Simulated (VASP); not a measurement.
## Na2AgAsF6: single point with PBE+D3(BJ)

Crystal: Na2AgAsF6.

```
Na Ag As F
1.0
     0.00000    4.25481    4.28554
     4.25481    0.00000    4.28554
     4.25481    4.25481    0.00000
Na Ag As F
2 1 1 6
Direct
  0.75000 0.75000 0.75000
  0.25000 0.25000 0.25000
  0.50000 0.50000 0.50000
  0.00000 0.00000 0.00000
  0.87261 0.12739 0.31791
  0.23672 0.23672 0.76328
  0.12739 0.87261 0.68209
  0.31791 0.68209 0.12739
  0.68209 0.31791 0.87261
  0.76328 0.76328 0.23672
```

This cell differs from its parent crystal: atoms displaced along a vibrational mode, then relaxed in part.

```json
{
  "Program": "VASP 6.6.1",
  "Task": "single point",
  "Functional": "PBE",
  "Dispersion": "D3(BJ)",
  "Potentials or basis": "VASP PAW PBE potentials, release 64 (Na_pv, Ag, As, F)",
  "Cutoff": "520 eV",
  "k mesh": "6 × 6 × 6",
  "Occupations": "gaussian, width 0.05 eV",
  "Spin": "no spin polarisation",
  "Dipole correction": "no",
  "Further INCAR settings": "ALGO = Normal; EDIFF = 1e-06; NBANDS = 47"
}
```

```yaml
Pressure: -0.3 GPa
Largest_force: 0.026 eV/Å
Band_gap_on_the_k_mesh: 2.26 eV (least direct gap 3.13 eV)
Dispersion_energy_per_atom: -0.135 eV
```

Forces on the atoms (eV/Å):
```
Na   0.000  0.000  0.000
Na   0.000  0.000  0.000
Ag   0.000  0.000  0.000
As   0.000  0.000  0.000
F    0.018  0.002  0.000
F    0.000  0.000  0.026
F   -0.018 -0.002  0.000
F   -0.002  0.018  0.000
F    0.002 -0.018  0.000
F    0.000  0.000 -0.026
```

Levels at points of the mesh, in eV from the valence-band top:
```tsv
k point	band 33	band 34	band 35	band 36	band 37	band 38	band 39	band 40
(0.00, 0.00, 0.00)	-1.91	-1.91	-1.32	-0.92	2.70	4.02	4.11	4.11
(0.50, 0.00, 0.00)	-1.88	-1.44	-1.38	-1.21	2.26	4.23	4.54	4.57
(0.50, 0.50, 0.00)	-1.84	-1.84	-1.33	0.00	3.61	3.68	4.13	4.13
(0.50, 0.00, 0.50)	-1.83	-1.74	-1.10	-0.30	3.47	3.70	3.83	3.89
```

Run time: 7.8 min on 1 thread of AMD EPYC 7R13, on a shared host, peak memory 0.45 GiB.

Caveat: the cell differs from its parent crystal (atoms displaced along a vibrational mode, then relaxed in part). A k mesh can miss the band edges.
